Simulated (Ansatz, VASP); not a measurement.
**Two plane-wave programs on SnO**

```
Sn O
1.0
     0.00000    2.73759    2.73759
     2.73759    0.00000    2.73759
     2.73759    2.73759    0.00000
Sn O
1 1
Cartesian
  0.0000 0.0000 0.0000
  1.3688 1.3688 1.3688
```

Alike in both runs: task electric field gradients; functional PBEsol; k mesh 12 × 12 × 12; occupations fermi-dirac, width 0.08 eV; no spin polarisation.

|  | VASP | Ansatz |
| --- | --- | --- |
| version | VASP 6.6.1 | Ansatz 0.2.0 |
| potentials or method | VASP PAW PBE potentials, release 64 (Sn_d, O) | PAW with Ansatz's default frozen-core files, scalar-relativistic |
| plane-wave cutoff (eV) | 520 | 420 |
| valence electrons in the cell | 20 | 20 |

```tsv
	VASP	Ansatz	Ansatz less VASP
pressure (GPa)	-3.3	-3.3	-0.02
```

VASP's potentials were made for PBE, not for PBEsol.
